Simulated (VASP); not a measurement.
# BeTe (F-43m) in VASP: a series of runs, part 2 of 2

VASP 6.6.1. The steps go on from the part before.

## (3) Single point, PBEsol, non-collinear spin, zero start, spin-orbit coupling (volume scaled by 0.96)

INCAR reads:

```
SYSTEM = BeTe
ALGO = Normal ; EDIFF = 1E-6
ENCUT = 520 ; GGA = PS
GGA_COMPAT = .FALSE. ; ISIF = 2
ISMEAR = 0 ; LASPH = .TRUE.
LCHARG = .FALSE. ; LORBIT = 11
LORBMOM = .TRUE. ; LREAL = .FALSE.
LSORBIT = .TRUE. ; LWAVE = .FALSE.
MAGMOM = 0 0 0 0 0 0 ; NBANDS = 20
NELM = 150 ; PREC = Accurate
SIGMA = 0.05
```

KPOINTS reads:

```
k-points
0
G
  6 6 6
  0 0 0
```

POSCAR reads:

```
BeTe
1.0
    0.0000000000      2.7325637069      2.7325637069
    2.7325637069      0.0000000000      2.7325637069
    2.7325637069      2.7325637069      0.0000000000
Be Te
1 1
Direct
    0.0000000000      0.0000000000      0.0000000000
    0.7500000000      0.7500000000      0.7500000000
```

Potentials or basis: VASP PAW PBE potentials, release 64 (Be, Te).

The run is started by

```sh
$ cat potpaw_PBE.64/Be/POTCAR potpaw_PBE.64/Te/POTCAR > POTCAR
$ mpirun -np 1 vasp_ncl > vasp.out
```

OUTCAR:

```text
SYSTEM = BeTe
   EDIFF = 1E-6
   ENCUT = 520
   GGA = PS
   ISIF = 2
   ISMEAR = 0
   LASPH = .TRUE.
   LORBIT = 11
   LREAL = .FALSE.
   LSORBIT = .TRUE.
   NELM = 150
   PREC = Accurate

 ion  position               nearest neighbor table
   1  0.000  0.000  0.000-   2 2.37   2 2.37   2 2.37   2 2.37
   2  0.750  0.750  0.750-   1 2.37   1 2.37   1 2.37   1 2.37

  LATTYP: Found a face centered cubic cell.
 ALAT       =     5.4651274138

  Lattice vectors:

 A1 = (   0.0000000000,   2.7325637069,   2.7325637069)
 A2 = (   2.7325637069,   0.0000000000,   2.7325637069)
 A3 = (   2.7325637069,   2.7325637069,   0.0000000000)

Analysis of symmetry for initial positions (statically):
=====================================================================
 Subroutine PRICEL returns:
 Original cell was already a primitive cell.

 Routine SETGRP: Setting up the symmetry group for a
 face centered cubic supercell.

 Subroutine GETGRP returns: Found 24 space group operations
 (whereof 24 operations were pure point group operations)
 out of a pool of 48 trial point group operations.

The static configuration has the point symmetry T_d .

Analysis of symmetry for dynamics (positions and initial velocities):
=====================================================================
 Subroutine PRICEL returns:
 Original cell was already a primitive cell.

 Routine SETGRP: Setting up the symmetry group for a
 face centered cubic supercell.

 Subroutine GETGRP returns: Found 24 space group operations
 (whereof 24 operations were pure point group operations)
 out of a pool of 48 trial point group operations.

The dynamic configuration has the point symmetry T_d .

Analysis of structural, dynamic, and magnetic symmetry:
=====================================================================
 Subroutine PRICEL returns:
 Original cell was already a primitive cell.

 Routine SETGRP: Setting up the symmetry group for a
 face centered cubic supercell.

[... 713 lines left out ...]
  1         0.000   0.000   0.000
  2        -0.000   0.000  -0.000
 ----------------------------------------
            0.000   0.000   0.000

 orbital moment (z)

 # of ion     p       d       tot
 ----------------------------------------
  1        -0.000   0.000  -0.000
  2         0.000   0.000   0.000
 ----------------------------------------
           -0.000   0.000  -0.000

 Spin-Orbit-Coupling matrix elements

 Ion:    1  E_soc:     -0.0000081
 l=   1
     0.0000000    -0.0000014    -0.0000014
    -0.0000014     0.0000000    -0.0000014
    -0.0000014    -0.0000014     0.0000000
 l=   2
     0.0000000     0.0000000     0.0000000     0.0000000     0.0000000
     0.0000000     0.0000000     0.0000000     0.0000000     0.0000000
     0.0000000     0.0000000     0.0000000     0.0000000     0.0000000
     0.0000000     0.0000000     0.0000000     0.0000000     0.0000000
     0.0000000     0.0000000     0.0000000     0.0000000     0.0000000
 l=   3
     0.0000000     0.0000000     0.0000000     0.0000000     0.0000000     0.0000000     0.0000000
     0.0000000     0.0000000     0.0000000     0.0000000     0.0000000     0.0000000     0.0000000
     0.0000000     0.0000000     0.0000000     0.0000000     0.0000000     0.0000000     0.0000000
     0.0000000     0.0000000     0.0000000     0.0000000     0.0000000     0.0000000     0.0000000
     0.0000000     0.0000000     0.0000000     0.0000000     0.0000000     0.0000000     0.0000000
     0.0000000     0.0000000     0.0000000     0.0000000     0.0000000     0.0000000     0.0000000
     0.0000000     0.0000000     0.0000000     0.0000000     0.0000000     0.0000000     0.0000000

 Ion:    2  E_soc:     -0.1716791
 l=   1
     0.0000000    -0.0284638    -0.0284638
    -0.0284638     0.0000000    -0.0284638
    -0.0284638    -0.0284638     0.0000000
 l=   2
     0.0000000    -0.0000618     0.0000000    -0.0000618    -0.0000876
    -0.0000618     0.0000000    -0.0000657    -0.0000618    -0.0000219
     0.0000000    -0.0000657     0.0000000    -0.0000657     0.0000000
    -0.0000618    -0.0000618    -0.0000657     0.0000000    -0.0000219
    -0.0000876    -0.0000219     0.0000000    -0.0000219     0.0000000
 l=   3
     0.0000000     0.0000000     0.0000000     0.0000000     0.0000000     0.0000000     0.0000000
     0.0000000     0.0000000     0.0000000     0.0000000     0.0000000     0.0000000     0.0000000
     0.0000000     0.0000000     0.0000000     0.0000000     0.0000000     0.0000000     0.0000000
     0.0000000     0.0000000     0.0000000     0.0000000     0.0000000     0.0000000     0.0000000
     0.0000000     0.0000000     0.0000000     0.0000000     0.0000000     0.0000000     0.0000000
     0.0000000     0.0000000     0.0000000     0.0000000     0.0000000     0.0000000     0.0000000
     0.0000000     0.0000000     0.0000000     0.0000000     0.0000000     0.0000000     0.0000000

 total charge

# of ion       s       p       d       tot
------------------------------------------
    1        0.391   0.652   0.000   1.043
    2        1.331   2.189   0.041   3.561
--------------------------------------------------
tot          1.722   2.840   0.041   4.603

 magnetization (x)

# of ion       s       p       d       tot
------------------------------------------
    1       -0.000  -0.000   0.000  -0.000
    2        0.000   0.000   0.000   0.000
--------------------------------------------------
tot         -0.000   0.000   0.000  -0.000

 magnetization (y)

# of ion       s       p       d       tot
------------------------------------------
    1        0.000  -0.000   0.000   0.000
    2        0.000  -0.000   0.000  -0.000
--------------------------------------------------
tot          0.000  -0.000   0.000   0.000

 magnetization (z)

# of ion       s       p       d       tot
------------------------------------------
    1       -0.000  -0.000   0.000  -0.000
    2        0.000   0.000   0.000   0.000
--------------------------------------------------
tot         -0.000  -0.000   0.000  -0.000
```

stdout:

```text
POSCAR found type information on POSCAR BeTe
 POSCAR found :  2 types and       2 ions
 scaLAPACK will be used
 -----------------------------------------------------------------------------
|                                                                             |
|                                                                             |
|     You enforced a specific xc type in the INCAR file but a different       |
|     I HOPE YOU KNOW WHAT YOU ARE DOING!                                     |
|                                                                             |
 -----------------------------------------------------------------------------

 LDA part: xc-table for (Slater+PW92), standard interpolation
 POSCAR, INCAR and KPOINTS ok, starting setup
 FFT: planning ... GRIDC
 FFT: planning ... GRID_SOFT
 FFT: planning ... GRID
 WAVECAR not read
 entering main loop
```

Wall time 25 s (1 thread of Intel Xeon 6975P-C (Granite Rapids), shared host); peak memory 0.28 GiB.

What came out:

| Property | Result |
| --- | --- |
| Free energy | -8.2376 eV |
| Pressure | 5.7 GPa |
| Net moment | 0.00 μB per cell |
| Valence electrons inside the program's atomic spheres | Be 1.04; Te 3.56 |

Moments on the atoms (μB; x, y, z):
```
Be  0.00 0.00 0.00
Te  0.00 0.00 0.00
```

Caveat: the PAW data sets were made with another functional, which shifts forces and pressure a little.
